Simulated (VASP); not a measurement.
Crystal: SnO.

```xyz
2
Lattice="3.1123 0.0089 0.0089 0.0089 3.1123 0.0089 0.0089 0.0089 3.1123" Properties=species:S:1:pos:R:3 pbc="T T T"
Sn    0.0000    0.0000    0.0000
O     1.5650    1.5650    1.5650
```

This cell differs from its parent crystal: strain along [111] +0.9%.

Base run:

```yaml
Program: VASP 6.6.1
Functional: PBE
Potentials_or_basis: VASP PAW PBE potentials, release 64 (Sn_d, O)
Cutoff: 600 eV
k_mesh: 8 × 8 × 8
Occupations: fermi-dirac, width 0.02 eV
Spin: no spin polarisation
```

Its results: band gap on the k mesh zero (bands 10 and 11 overlap by 0.16 eV); pressure 2.0 GPa.

Q: The run is repeated on the same cell with these changes: functional from PBE to r2SCAN; cutoff from 600 eV to 660 eV. What comes out?

A: Band gap on the k mesh zero (bands 10 and 11 overlap by 0.03 eV); pressure -0.8 GPa.

Caveats: semilocal functionals underestimate gaps, so a narrow gap can read as zero; spin-orbit coupling is left out, which moves the levels of the heavy elements; the PAW data sets were made with another functional, which shifts forces and pressure a little (at least some runs).
